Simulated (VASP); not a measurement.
# BN (Fmm2) in VASP: further runs, part 2 of 3

VASP 6.6.1. Earlier steps stand in the parts before.

## 3. Single point, PBEsol

This run uses another cell than the first one, of 8.72 Å³/atom, 1.045 times its volume.

Input file INCAR:

```
SYSTEM = BN
PREC     = Accurate       ! precision mode
ENCUT    = 520            ! plane-wave cutoff, eV
EDIFF    = 1E-6           ! SCF threshold, eV
ISMEAR   = 0              ! smearing method
SIGMA    = 0.01           ! smearing width, eV
LREAL    = .False.        ! projectors in reciprocal space
LASPH    = .True.         ! aspherical terms in the spheres
NELM     = 80             ! most SCF steps
ALGO     = Normal         ! electronic algorithm
ISIF     = 2              ! what is computed and relaxed
LWAVE    = .False.        ! write WAVECAR
LCHARG   = .False.        ! write CHGCAR
GGA      = PS             ! functional
NBANDS   = 11             ! bands
```

Input file KPOINTS:

```
Automatic mesh
0
Gamma
  10 10 10
  0 0 0
```

Input file POSCAR:

```
BN
1.0
    0.0000000000      3.3995051204      2.1067161366
    1.2173233950      0.0000000000      2.1067161366
    1.2173233950      3.3995051204      0.0000000000
B N
1 1
Direct
    0.0000486500      0.0000486500      0.9999513500
    0.6666666667      0.6666666667      0.3333333333
```

Potentials or basis: VASP PAW PBE potentials, release 64 (B, N).

Started as:

```
> cat potpaw_PBE.64/B/POTCAR potpaw_PBE.64/N/POTCAR > POTCAR
> mpirun -np 1 vasp_std > vasp.out
```

OUTCAR:

```text
SYSTEM = BN
   PREC = Accurate
   ENCUT = 520
   EDIFF = 1E-6
   ISMEAR = 0
   LREAL = .False.
   LASPH = .True.
   NELM = 80
   ISIF = 2
   GGA = PS

 ion  position               nearest neighbor table
   1  0.000  0.000  1.000-   2 1.40   2 1.41   2 1.41
   2  0.667  0.667  0.333-   1 1.40   1 1.41   1 1.41

  LATTYP: Found a face centered orthorhombic cell.
 ALAT       =     2.4346467900
 B/A-ratio  =     1.7306133647
 C/A-ratio  =     2.7926064137

  Lattice vectors:

 A1 = (   0.0000000000,   3.3995051204,   2.1067161366)
 A2 = (  -1.2173233950,   3.3995051204,   0.0000000000)
 A3 = (  -1.2173233950,   0.0000000000,   2.1067161366)

Analysis of symmetry for initial positions (statically):
=====================================================================
 Subroutine PRICEL returns:
 Original cell was already a primitive cell.

 Routine SETGRP: Setting up the symmetry group for a
 face centered orthorhombic supercell.

 Subroutine GETGRP returns: Found  4 space group operations
 (whereof  4 operations were pure point group operations)
 out of a pool of  8 trial point group operations.

The static configuration has the point symmetry C_2v.
[... 165 lines left out ...]
 cond. band min:       6.2528429018   @ k =   0.0000   0.5000   0.5000
 fundamental gap:      3.8214375395
 Fermi energy:         2.5760174102

 k-point     1 :       0.0000    0.0000    0.0000
  band No.  band energies     occupation
      1     -15.8840      2.00000
      2      -2.3821      2.00000
      3       1.1838      2.00000
      4       1.1942      2.00000
      5       7.2293      0.00000
      6      14.6478      0.00000
      7      14.7150      0.00000
      8      16.4616      0.00000
      9      18.4990      0.00000
     10      29.2943      0.00000
     11      30.4688      0.00000
[... 309 lines left out ...]
 k-point    24 :       0.4000    0.3000    0.0000
  band No.  band energies     occupation
      1     -13.4342      2.00000
      2      -5.0524      2.00000
      3      -1.9132      2.00000
      4       0.6524      2.00000
      5      10.2306      0.00000
      6      11.3001      0.00000
      7      15.0485      0.00000
      8      19.1670      0.00000
      9      21.1925      0.00000
     10      23.1137      0.00000
     11      27.2923      0.00000

 [... further k-points ...]
[... 5 lines left out ...]
  --------------------------------------------------------------------------------------
  -------------------------------------------------------------------------------------
  Total        3.7796068      0.0543039      3.7828983      0.0000000      0.0000000      0.0000000
  in kB      347.2957864      4.9898116    347.5982370      0.0000000      0.0000000      0.0000000
  external PRESSURE =     233.2946117 kB  Pullay stress =       0.0000000 kB

 VOLUME and BASIS-vectors are now :
 -----------------------------------------------------------------------------
  energy-cutoff  :      520.00
  volume of cell :       17.44
      direct lattice vectors                 reciprocal lattice vectors
     0.000000000  3.399505120  2.106716137    -0.410737198  0.147080231  0.237336199
     1.217323395  0.000000000  2.106716137     0.410737198 -0.147080231  0.237336199
     1.217323395  3.399505120  0.000000000     0.410737198  0.147080231 -0.237336199

 POSITION                                       TOTAL-FORCE (eV/Angst)
 -----------------------------------------------------------------------------------
      1.21732      3.39951      0.00020         0.000000      0.000000      0.017535
      1.21732      3.39951      2.80895         0.000000      0.000000     -0.017535
 -----------------------------------------------------------------------------------
    total drift:                               -0.000005     -0.000013      0.000032

  FREE ENERGIE OF THE ION-ELECTRON SYSTEM (eV)
  ---------------------------------------------------
  free  energy   TOTEN  =       -18.1738692087 eV

  energy  without entropy=      -18.1738692087  energy(sigma->0) =      -18.17386921
```

stdout:

```text
POSCAR found type information on POSCAR B N
 POSCAR found :  2 types and       2 ions
 scaLAPACK will be used
 -----------------------------------------------------------------------------
|                                                                             |
|                                                                             |
|     You enforced a specific xc type in the INCAR file but a different       |
|     I HOPE YOU KNOW WHAT YOU ARE DOING!                                     |
|                                                                             |
 -----------------------------------------------------------------------------

 LDA part: xc-table for (Slater+PW92), standard interpolation
 POSCAR, INCAR and KPOINTS ok, starting setup
 FFT: planning ... GRIDC
 FFT: planning ... GRID_SOFT
 FFT: planning ... GRID
 WAVECAR not read
 entering main loop
```

Wall time 14 s (1 thread of Intel Xeon 6975P-C (Granite Rapids), shared host); peak memory 0.15 GiB.

Results:

```
Free energy            : -18.1739 eV
Pressure               : 23.3 GPa
Largest force          : 0.018 eV/Å
Band gap on the k mesh : 3.82 eV, indirect (least direct gap 4.89 eV)
```

Forces in eV/Å, atoms in the order of the input:
```
B    0.000  0.000  0.018
N    0.000  0.000 -0.018
```

Levels at points of the mesh, in eV from the valence-band top:
```csv
k point,band 1,band 2,band 3,band 4,band 5,band 6,band 7,band 8
"(0.00, 0.00, 0.00)",-18.32,-4.81,-1.25,-1.24,4.80,12.22,12.28,14.03
"(0.50, 0.00, 0.00)",-14.82,-9.30,-4.29,-1.07,4.72,10.67,13.73,16.14
"(0.50, 0.50, 0.00)",-14.88,-9.41,-4.29,-0.50,6.06,10.12,12.48,14.14
"(0.50, 0.00, 0.50)",-18.07,-6.69,-1.26,-1.24,9.98,12.16,12.25,13.40
"(0.00, 0.50, 0.50)",-14.75,-9.18,-4.33,-1.59,3.82,10.78,15.01,19.69
```

Caveat: the PAW data sets were made with another functional, which shifts forces and pressure a little. A hybrid or GW would open this gap; PBEsol tends to underestimate it.

## 4. Single point, PBEsol

This run uses another cell than the first one, of 9.10 Å³/atom, 1.091 times its volume.

Input file INCAR:

```
ALGO = Normal
EDIFF = 1E-7
ENCUT = 520
GGA = PS
ISIF = 2
ISMEAR = 0
LASPH = T
LCHARG = T
LELF = T
LREAL = F
LVHAR = T
LWAVE = F
NBANDS = 11
NELM = 60
PREC = Accurate
SIGMA = 0.01
```

Input file KPOINTS:

```
k-points
0
Gamma
  10 10 10
```

Input file POSCAR:

```
BN
1.0
    0.0000000000      3.4480760414      2.1368161481
    1.2347160791      0.0000000000      2.1368161481
    1.2347160791      3.4480760414      0.0000000000
B N
1 1
Direct
    0.0000486500      0.0000486500      0.9999513500
    0.6666666667      0.6666666667      0.3333333333
```

Potentials or basis: VASP PAW PBE potentials, release 64 (B, N).

Started as:

```
> cat potpaw_PBE.64/B/POTCAR potpaw_PBE.64/N/POTCAR > POTCAR
> mpirun -np 1 vasp_std > vasp.out
```

OUTCAR:

```text
EDIFF = 1E-7
   ENCUT = 520
   GGA = PS
   ISIF = 2
   ISMEAR = 0
   LASPH = T
   LREAL = F
   NELM = 60
   PREC = Accurate

 ion  position               nearest neighbor table
   1  0.000  0.000  1.000-   2 1.42   2 1.43   2 1.43
   2  0.667  0.667  0.333-   1 1.42   1 1.43   1 1.43

  LATTYP: Found a face centered orthorhombic cell.
 ALAT       =     2.4694321582
 B/A-ratio  =     1.7306133647
 C/A-ratio  =     2.7926064135

  Lattice vectors:

[... 513 lines left out ...]
      5       9.7044      0.00000
      6      10.8315      0.00000
      7      14.3189      0.00000
      8      18.4185      0.00000
      9      20.5421      0.00000
     10      22.1430      0.00000
     11      26.0792      0.00000

 [... further k-points ...]
[... 5 lines left out ...]
  --------------------------------------------------------------------------------------
  -------------------------------------------------------------------------------------
  Total        1.8672804      0.0293651      1.8724274      0.0000000      0.0000000      0.0000000
  in kB      164.4292366      2.5858380    164.8824668      0.0000000      0.0000000      0.0000000
  external PRESSURE =     110.6325138 kB  Pullay stress =       0.0000000 kB

 VOLUME and BASIS-vectors are now :
 -----------------------------------------------------------------------------
  energy-cutoff  :      520.00
  volume of cell :       18.19
      direct lattice vectors                 reciprocal lattice vectors
     0.000000000  3.448076041  2.136816148    -0.404951396  0.145008403  0.233992990
     1.234716079  0.000000000  2.136816148     0.404951396 -0.145008403  0.233992990
     1.234716079  3.448076041  0.000000000     0.404951396  0.145008403 -0.233992990

 POSITION                                       TOTAL-FORCE (eV/Angst)
 -----------------------------------------------------------------------------------
      1.23472      3.44808      0.00021         0.000000      0.000000      0.015108
      1.23472      3.44808      2.84909         0.000000      0.000000     -0.015108
 -----------------------------------------------------------------------------------
    total drift:                               -0.000002     -0.000018      0.000018

  FREE ENERGIE OF THE ION-ELECTRON SYSTEM (eV)
  ---------------------------------------------------
  free  energy   TOTEN  =       -18.2550982845 eV

  energy  without entropy=      -18.2550982845  energy(sigma->0) =      -18.25509828
```

OSZICAR:

```text
N       E                     dE             d eps       ncg     rms          rms(c)
DAV:   1     0.129248610249E+02    0.12925E+02   -0.45694E+03  3794   0.679E+02
DAV:   2    -0.193738787750E+02   -0.32299E+02   -0.31142E+02  4563   0.161E+02
DAV:   3    -0.201478029075E+02   -0.77392E+00   -0.77256E+00  4587   0.231E+01
DAV:   4    -0.201502002072E+02   -0.23973E-02   -0.23972E-02  4147   0.141E+00
DAV:   5    -0.201502109016E+02   -0.10694E-04   -0.10694E-04  4574   0.835E-02    0.810E+00
DAV:   6    -0.184894415263E+02    0.16608E+01   -0.49538E+00  4267   0.125E+01    0.378E+00
DAV:   7    -0.183006014982E+02    0.18884E+00   -0.28298E-01  4341   0.380E+00    0.225E+00
DAV:   8    -0.182544982987E+02    0.46103E-01   -0.12062E-01  4409   0.211E+00    0.257E-01
DAV:   9    -0.182547149889E+02   -0.21669E-03   -0.26768E-03  4131   0.419E-01    0.141E-01
DAV:  10    -0.182550722717E+02   -0.35728E-03   -0.48292E-04  4210   0.154E-01    0.241E-02
DAV:  11    -0.182550990045E+02   -0.26733E-04   -0.47973E-05  4419   0.454E-02    0.209E-02
DAV:  12    -0.182550983024E+02    0.70207E-06   -0.93310E-06  4200   0.200E-02    0.150E-03
DAV:  13    -0.182550982845E+02    0.17890E-07   -0.33060E-07  4383   0.519E-03
   1 F= -.18255098E+02 E0= -.18255098E+02  d E =-.196147E-21
```

stdout:

```text
POSCAR found type information on POSCAR B N
 POSCAR found :  2 types and       2 ions
 scaLAPACK will be used
 -----------------------------------------------------------------------------
|                                                                             |
|                                                                             |
|     You enforced a specific xc type in the INCAR file but a different       |
|     I HOPE YOU KNOW WHAT YOU ARE DOING!                                     |
|                                                                             |
 -----------------------------------------------------------------------------

 LDA part: xc-table for (Slater+PW92), standard interpolation
 POSCAR, INCAR and KPOINTS ok, starting setup
 FFT: planning ... GRIDC
 FFT: planning ... GRID_SOFT
 FFT: planning ... GRID
 WAVECAR not read
 entering main loop
```

It took 15 s on 1 thread of Intel Xeon 6975P-C (Granite Rapids), shared host; peak memory 0.15 GiB.

Results:

* Free energy: -18.2551 eV
* Pressure: 11.1 GPa
* Largest force: 0.015 eV/Å
* Band gap on the k mesh: 3.81 eV, indirect (least direct gap 4.79 eV)

Forces in eV/Å, atoms in the order of the input:
```
B    0.000  0.000  0.015
N    0.000  0.000 -0.015
```

Stress tensor (GPa, compression positive):
```
16.44  0.00  0.00
 0.00  0.26  0.00
 0.00  0.00 16.49
```

Caveat: the PAW data sets were made with another functional, which shifts forces and pressure a little. Expect the measured gap to be larger: semilocal functionals such as PBEsol lack the derivative discontinuity.

(Continued in part 3 of 3.)
